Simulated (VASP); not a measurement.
FePt:

```
Pt Fe
1.0
     2.75934    0.00000    0.00000
     0.00000    2.75934    0.00000
     0.00000    0.00000    3.76895
Pt Fe
1 1
Direct
  0.50000 0.50000 0.50000
  0.00000 0.00000 0.00000
```

Base run:

* Program: VASP 6.6.1
* Functional: r2SCAN
* Potentials or basis: VASP PAW PBE potentials, release 64 (Pt, Fe)
* Cutoff: 520 eV
* k mesh: 10 × 10 × 7
* Occupations: fermi-dirac, width 0.05 eV
* Spin: collinear spin, ferromagnetic start
* Starting moments: [0.0, 3.0] μB

Its results: pressure -6.1 GPa; net moment 3.62 μB per cell; site moments Pt +0.35; Fe +3.30 μB.

Problem. The run is repeated on the same cell with these changes: functional from r2SCAN to BLYP; further incar settings from ALGO = Normal; EDIFF = 1e-07; NBANDS = 20 to ALGO = Fast; EDIFF = 1e-07; NBANDS = 20. What comes out?

Solution. Pressure 6.1 GPa; net moment 3.26 μB per cell; site moments Pt +0.34; Fe +2.90 μB.

Caveats: the PAW data sets were made with another functional, which shifts forces and pressure a little; the cell stands under tension (at least some runs); the cell stands under pressure (at least some runs).
